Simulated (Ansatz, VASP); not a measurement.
Two plane-wave programs on Si3IrRu

```
Si Ru Ir
1.0
     3.74254    0.00023   -0.00001
    -1.87107    3.24054    0.00001
    -0.00005   -0.00014   12.57264
Si Ru Ir
6 2 2
Cartesian
  1.8712 1.0803 5.5681
  1.8715 1.0804 0.6977
  3.7422 -0.0001 3.1347
  -0.0001 2.1603 6.9841
  0.0002 2.1603 11.8543
  0.0003 0.0002 9.4211
  -0.0002 2.1602 4.5444
  1.8717 1.0804 10.8307
  0.0001 2.1604 1.7709
  1.8713 1.0803 8.0572
```

Change from the starting cell: cell x1, atoms moved at random (sigma 0.1 Å) and cell strained at random (1.5 %), then relaxed without symmetry.

Alike in both runs: functional PBE; k mesh 6 × 6 × 2; occupations gaussian, width 0.2 eV; no spin polarisation.

Ansatz relaxed the structure, and its values are those at the end. VASP's run is a single point on that final structure, the one shown.

```csv
,VASP,Ansatz
version,VASP 6.6.1,Ansatz 0.2.0
potentials or method,"VASP PAW PBE potentials, release 64 (Si, Ru_pv, Ir), cutoff 520 eV","scalar-relativistic, plane waves, PAW"
valence electrons in the cell,70,90
```

VASP gave:

```
gap on the k mesh at the Fermi level (eV) : none
pressure (GPa)                            : 0.1
rms of the force components (eV/Å)        : 0.006
```

Task: Which values does Ansatz return?

Result: gap on the k mesh at the Fermi level (eV): none; pressure (GPa): 0.0; rms of the force components (eV/Å): 0.002.

A gap of «none» marks a metal or a gap that the smearing closes. VASP's potentials hold 70 valence electrons a cell and Ansatz's 90, so a difference there can come from the potentials and not from the codes.

Spin-orbit coupling is off throughout.
